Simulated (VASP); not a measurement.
Set up this calculation in VASP 6.6.1, as the native input.

| Quantity | Value |
| --- | --- |
| Task | single point |
| Functional | PBE |
| Potentials or basis | VASP PAW PBE potentials, release 64 (Mo_sv) |
| Cutoff | 400 eV |
| k mesh | 14 × 14 × 1 |
| Occupations | methfessel-paxton, width 0.1 eV |
| Spin | no spin polarisation |
| Dipole correction | yes |
| Further INCAR settings | ALGO = Normal; EDIFF = 1e-06; NBANDS = 36; NELMDL = -8 |

The structure of Mo lies in POSCAR:

```
Mo
1.0
    2.7370646274      0.0000000045      0.0000000000
   -0.9123549053      2.5805292677      0.0000000000
    0.0000000000      0.0000000000     33.1467969732
Mo
4
Direct
    0.0000000000      0.0000000000      0.1810129650
    0.5000000000      0.5000000000      0.2452719835
    0.0000000000      0.0000000000      0.3128618590
    0.5000000000      0.5000000000      0.3801764606
```

These files were run (other wordings do the same):

INCAR

```
PREC = Accurate
ENCUT = 400
EDIFF = 1E-6
ISMEAR = 1
SIGMA = 0.1
LREAL = False
LASPH = True
NELM = 120
ALGO = Normal
ISIF = 2
LWAVE = False
LCHARG = True
LDIPOL = True
IDIPOL = 3
DIPOL = 0.5 0.5 0.280
GGA = PE
LELF = True
LVHAR = True
LVACPOTAV = True
NBANDS = 36
GGA_COMPAT = False
NELMDL = -8
```

KPOINTS

```
regular mesh
0
Gamma
  14 14 1
```

Potentials or basis: VASP PAW PBE potentials, release 64 (Mo_sv).

The run is started by

```sh
$ cat potpaw_PBE.64/Mo_sv/POTCAR > POTCAR
$ mpirun -np 1 vasp_std > vasp.out
```

It gave:

The largest force is 0.561 eV/Å. The band gap on the k mesh is zero (bands 28 and 29 overlap by 1.78 eV).

Run time: 7.8 min on 1 thread of Intel(R) Xeon(R) Platinum 8488C (Sapphire Rapids) (shared host), peak memory 0.39 GiB.
